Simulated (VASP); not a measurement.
## Cd3InO: single point with PBE

Cd3InO:

```
Cd In O
1.0
     3.92873    0.00000    0.00000
     0.00000    3.92873    0.00000
     0.00000    0.00000    6.68521
Cd In O
3 1 1
Direct
  0.00000 0.00000 0.71241
  0.50000 0.00000 0.44142
  0.00000 0.50000 0.44142
  0.00000 0.00000 0.01936
  0.00000 0.00000 0.46446
```

The cell was built from a structure type or drawn by symmetry, and may not be a known phase.

```json
{
 "Program": "VASP 6.6.1",
 "Task": "single point",
 "Functional": "PBE",
 "Potentials or basis": "VASP PAW PBE potentials, release 64 (Cd, In_d, O)",
 "Cutoff": "520 eV",
 "k mesh": "4 × 4 × 4",
 "Occupations": "gaussian, width 0.1 eV",
 "Spin": "no spin polarisation",
 "Dipole correction": "no",
 "Further INCAR settings": "ALGO = Normal; EDIFF = 1e-07; NBANDS = 36"
}
```

- Pressure: 65.4 GPa
- Largest force: 16.781 eV/Å
- Band gap on the k mesh: zero (an odd number of electrons rules out a gap without spin polarisation)

Forces on the atoms (eV/Å):
```
Cd    0.000   0.000   8.637
Cd    0.000   0.000  -3.346
Cd    0.000   0.000  -3.346
In    0.000   0.000  14.836
O     0.000   0.000 -16.781
```

Stress tensor (GPa, compression positive):
```
 41.85   0.00   0.00
  0.00  41.85   0.00
  0.00   0.00 112.54
```

Levels at points of the mesh, in eV from the Fermi level:
```tsv
k point	band 26	band 27	band 28	band 29	band 30	band 31
(0.00, 0.00, 0.00)	-2.89	-1.28	2.60	2.60	3.36	4.94
(0.50, 0.00, 0.00)	-1.34	-0.79	-0.41	0.06	0.85	3.92
(0.50, 0.50, 0.00)	-2.23	-0.31	-0.31	0.60	0.60	1.21
(0.00, 0.00, 0.50)	-4.32	0.31	2.21	2.98	2.98	3.49
(0.50, 0.00, 0.50)	-2.63	-2.56	-0.06	1.94	3.25	3.91
(0.50, 0.50, 0.50)	-2.20	-1.53	-1.53	-0.34	1.73	1.73
```

It took 39 s on 1 thread of Intel(R) Xeon(R) 6975P-C (Granite Rapids) (shared host), peak memory 0.22 GiB.

Caveat: the k points lie up to 0.40 Å⁻¹ apart, too coarse for converged energies and pressures of a metal; spin-orbit coupling is left out, which moves the levels of the heavy elements; an odd number of electrons without spin polarisation forces a metal; a magnetic or distorted state may lie lower.
